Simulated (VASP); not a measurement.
Input of a VASP 6.6.1 run:

The input INCAR:

```
PREC = Accurate
ENCUT = 520
EDIFF = 1E-6
ISMEAR = -1
SIGMA = 0.02
LREAL = F
LASPH = T
NELM = 80
ALGO = Normal
ISIF = 2
LWAVE = F
LCHARG = F
GGA = PE
NBANDS = 11
```

File KPOINTS:

```
Automatic mesh
0
Gamma
  12 12 12
```

File POSCAR:

```
C
1.0
    0.0296687357      1.8097928780      1.8097928780
    1.8097928780      0.0296687357      1.8097928780
    1.8097928780      1.8097928780      0.0296687357
C
2
Direct
   -0.0000102659     -0.0000102659     -0.0000102659
    0.2500102659      0.2500102659      0.2500102659
```

Potentials or basis: VASP PAW PBE potentials, release 64 (C).

Launch:

```sh
$ cat potpaw_PBE.64/C/POTCAR > POTCAR
$ mpirun -np 1 vasp_std > vasp.out
```

Estimate the largest force.

0.032 eV/Å.

What does it give for the band gap on the k mesh?

4.09 eV, indirect (least direct gap 5.00 eV).

What does it give for the pressure?

-5.4 GPa.

Stress tensor (GPa, compression positive):
```
-5.44 -8.81 -8.81
-8.81 -5.44 -8.81
-8.81 -8.81 -5.44
```

Caveat: the cell differs from its parent crystal (strain along [111] +2.5%). A k mesh can miss the band edges.
